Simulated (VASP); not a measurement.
**Pd: single point with PBEsol**

The system is Pd.

```xyz
1
Lattice="0.0000 1.9370 1.9370 1.9370 0.0000 1.9370 1.9370 1.9370 0.0000" Properties=species:S:1:pos:R:3 pbc="T T T"
Pd    0.0000    0.0000    0.0000
```

```yaml
Program: VASP 6.6.1
Task: single point
Functional: PBEsol
Potentials_or_basis: VASP PAW PBE potentials, release 64 (Pd)
Cutoff: 520 eV
k_mesh: 20 × 20 × 20
Occupations: fermi-dirac, width 0.02 eV
Spin: no spin polarisation
Dipole_correction: no
Further_INCAR_settings: ALGO = Normal; EDIFF = 1e-06; NBANDS = 11
```

The pressure is -0.3 GPa and the band gap on the k mesh is zero (bands 5 and 6 overlap by 1.63 eV).

Levels at points of the mesh, in eV from the Fermi level:
```csv
k point,band 1,band 2,band 3,band 4,band 5,band 6,band 7,band 8,band 9,band 10
"(0.00, 0.00, 0.00)",-7.33,-2.91,-2.91,-2.91,-1.23,-1.23,17.16,22.01,22.01,22.01
"(0.50, 0.00, 0.00)",-5.44,-2.95,-2.95,0.00,0.00,0.91,7.40,16.52,21.18,21.18
"(0.50, 0.50, 0.00)",-5.53,-5.24,-0.02,0.32,0.32,3.27,10.89,13.22,13.22,21.72
```

Wall time 19 s on 1 thread of Intel(R) Xeon(R) Platinum 8488C (Sapphire Rapids), on a shared host, peak memory 0.15 GiB.

Caveat: the PAW data sets were made with another functional, which shifts forces and pressure a little.
